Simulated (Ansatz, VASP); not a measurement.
# Two plane-wave programs on NbCl5

The input INCAR:

```
PREC     = Accurate       # precision mode
ENCUT    = 450            # plane-wave cutoff, eV
EDIFF    = 1E-7           # SCF threshold, eV
ISMEAR   = 0              # smearing method
SIGMA    = 0.005          # smearing width, eV
LREAL    = False          # projectors in reciprocal space
LASPH    = True           # aspherical terms in the spheres
NELM     = 120            # most SCF steps
ALGO     = Normal         # electronic algorithm
ISIF     = 2              # what is computed and relaxed
LWAVE    = False          # write WAVECAR
LCHARG   = False          # write CHGCAR
GGA      = PE             # functional
IBRION   = 2              # ionic algorithm
NSW      = 100            # ionic steps
EDIFFG   = -0.01          # ionic threshold
ISYM     = 0            
GGA_COMPAT= False        
NELMIN   = 4            
NELMDL   = -8
```

Contents of KPOINTS:

```
regular mesh
0
Gamma
  1 1 1
```

The input POSCAR:

```
NbCl5
1.0
   14.4117640175      0.0000000000      0.0000000000
    0.0000000000     14.9267268516      0.0000000000
    0.0000000000      0.0000000000     15.5801162786
Nb Cl
1 5
Direct
    0.4620348452      0.4993553798      0.4995788688
    0.6183673287      0.5003449900      0.4984406444
    0.3830163896      0.6315334196      0.5001226458
    0.3816326713      0.3684665804      0.4985955842
    0.4606840303      0.4995079264      0.6469859466
    0.4601445585      0.4996497030      0.3530140534
```

Input for Ansatz:

```yaml
crystal:
  lattice:
    - [14.4117640175, 0.0, 0.0]
    - [0.0, 14.9267268516, 0.0]
    - [0.0, 0.0, 15.5801162786]
  atoms:
    - { symbol: Nb, position: [0.4620348452, 0.4993553798, 0.4995788688] }
    - { symbol: Cl, position: [0.6183673287, 0.50034499, 0.4984406444] }
    - { symbol: Cl, position: [0.3830163896, 0.6315334196, 0.5001226458] }
    - { symbol: Cl, position: [0.3816326713, 0.3684665804, 0.4985955842] }
    - { symbol: Cl, position: [0.4606840303, 0.4995079264, 0.6469859466] }
    - { symbol: Cl, position: [0.4601445585, 0.499649703, 0.3530140534] }
  symmetry: { detect: false }
basis:
  ecutwfc: 420
kpoints:
  mp_grid: { grid: [1, 1, 1] }
hamiltonian:
  xc: pbe
scf:
  occupations: { method: gaussian, width: 0.005 }
output:
  forces: true
  eigenvalues: true
relax:
  adjacent_minimum: "off"
  f_tol: 0.01
  max_steps: 120
```

Alike in both runs: task relaxation of the atoms; functional PBE; k mesh 1 × 1 × 1; occupations gaussian, width 0.005 eV; no spin polarisation.

```csv
,VASP,Ansatz
version,VASP 6.6.1,Ansatz 0.2.0
potentials or method,"VASP PAW PBE potentials, release 64 (Nb_sv, Cl), cutoff 450 eV","scalar-relativistic, plane waves, PAW"
valence electrons in the cell,48,48
```

Ansatz gave:

| Quantity | Value |
| --- | --- |
| gap on the k mesh at the Fermi level, each at its own relaxed structure (eV) | 2.83 |

Question: Estimate VASP's values.

Answer: gap on the k mesh at the Fermi level, each at its own relaxed structure (eV): 2.84.
